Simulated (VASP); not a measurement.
Si4B, 5 atoms in the cell. Symmetry: P6/mmm, No. 191, hexagonal system. Conventional cell: a = 5.092 Å, b = 5.092 Å, c = 3.848 Å, α = 90.00°, β = 90.00°, γ = 120.00°. Si (site symmetry mmm) has 6 Si at 2.55 Å and 4 B at 3.19 Å within 3.4 Å. Within 2.6 Å of Si (site symmetry 6/mmm) lie 2 B at 1.92 Å and 6 Si at 2.55 Å. Within 2.6 Å of B (site symmetry 6/mmm) lie 2 Si at 1.92 Å. 

```yaml
Program: VASP 6.6.1
Task: density of states
Functional: PBE
Potentials_or_basis: VASP PAW PBE potentials, release 64 (Si, B)
Cutoff: 520 eV
k_mesh: 12 × 12 × 10
Occupations: gaussian, width 0.1 eV
Spin: no spin polarisation
Dipole_correction: no
k_mesh_for_the_DOS: 18 × 18 × 15
Occupations_for_the_DOS: tetrahedron
Further_INCAR_settings: ALGO = Normal; EDIFF = 1e-06; NBANDS = 18
```

Potentials or basis: VASP PAW PBE potentials, release 64 (Si, B).

The run is started by

```bash
$ cat potpaw_PBE.64/Si/POTCAR potpaw_PBE.64/B/POTCAR > POTCAR
$ cp INCAR.step1 INCAR
$ cp KPOINTS.step1 KPOINTS
$ mpirun -np 1 vasp_std > vasp.out
$ cp INCAR.step2 INCAR
$ cp KPOINTS.step2 KPOINTS
$ mpirun -np 1 vasp_std > vasp.out
```

Hardware: 1 thread of Oxide Virtual Turin-like Processor, with other jobs on the host.

**Question.** How long does it take, and how much memory?

**Answer.** It took 10 min on 1 thread of Oxide Virtual Turin-like Processor, with other jobs on the host, peak memory 0.44 GiB. Counts: k points 296.
